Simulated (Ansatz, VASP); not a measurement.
## Tl: VASP beside Ansatz

INCAR

```
PREC = Accurate
ENCUT = 520
EDIFF = 1E-6
ISMEAR = 0
SIGMA = 0.15
LREAL = False
LASPH = True
NELM = 100
ALGO = Fast
ISIF = 2
LWAVE = False
LCHARG = False
GGA = PE
IVDW = 12
NBANDS = 12
```

Contents of KPOINTS:

```
Automatic mesh
0
Gamma
  18 18 18
```

Contents of POSCAR:

```
Tl
1.0
    0.0000000000      2.7685137983      1.9573392554
    2.7685137983      0.0000000000      1.9573392554
    2.7685137983      2.7685137983      0.0000000000
Tl
1
Direct
    0.0000000000      0.0000000000      0.0000000000
```

Input for Ansatz:

```yaml
crystal:
  lattice:
    - [0.0, 2.7685137983, 1.9573392554]
    - [2.7685137983, 0.0, 1.9573392554]
    - [2.7685137983, 2.7685137983, 0.0]
  atoms:
    - { symbol: Tl, position: [0.0, 0.0, 0.0] }
basis:
  ecutwfc: 420
kpoints:
  mp_grid: { grid: [18, 18, 18] }
hamiltonian:
  xc: pbe
  dispersion: d3bj
scf:
  occupations: { method: gaussian, width: 0.15 }
output:
  forces: true
  stress: true
  eigenvalues: true
```

Alike in both runs: task single point; functional PBE; dispersion D3(BJ); k mesh 18 × 18 × 18; occupations gaussian, width 0.15 eV; no spin polarisation.

|  | VASP | Ansatz |
| --- | --- | --- |
| version | VASP 6.6.1 | Ansatz 0.2.0 |
| potentials or method | VASP PAW PBE potentials, release 64 (Tl_d), cutoff 520 eV | scalar-relativistic, plane waves, PAW |
| valence electrons in the cell | 13 | 13 |

```csv
,VASP,Ansatz,Ansatz less VASP
gap on the k mesh at the Fermi level (eV),none,none,-
pressure (GPa),-0.5,-0.5,+0.05
```

A gap of «none» marks a metal or a gap that the smearing closes.

Neither program's run includes spin-orbit coupling.
